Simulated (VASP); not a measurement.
Input of a VASP 6.6.1 run:

Contents of INCAR:

```
SYSTEM = Al
  PREC = Accurate
  ENCUT = 520
  EDIFF = 1E-6
  ISMEAR = 0
  SIGMA = 0.15
  LREAL = .FALSE.
  LASPH = .TRUE.
  NELM = 100
  ALGO = Fast
  ISIF = 2
  LWAVE = .FALSE.
  LCHARG = .FALSE.
  GGA = PE
  IVDW = 12
  NBANDS = 8
```

KPOINTS

```
Automatic mesh
0
G
  22 22 22
  0 0 0
```

Contents of POSCAR:

```
Al
1.0
    0.0000000000      2.4033468088      1.5121858121
    2.4033468088      0.0000000000      1.5121858121
    2.4033468088      2.4033468088      0.0000000000
Al
1
Direct
    0.0000000000      0.0000000000      0.0000000000
```

Potentials or basis: VASP PAW PBE potentials, release 64 (Al).

Command:

```bash
$ cat potpaw_PBE.64/Al/POTCAR > POTCAR
$ mpirun -np 1 vasp_std > vasp.out
```

Estimate the dispersion energy per atom.

-0.317 eV.

Predict the pressure.

-5.1 GPa.

Stress tensor (GPa, compression positive):
```
-4.37  0.00  0.00
 0.00 -4.37  0.00
 0.00  0.00 -6.61
```

Caveat: pairwise dispersion overbinds metals, which lowers pressure and volume.
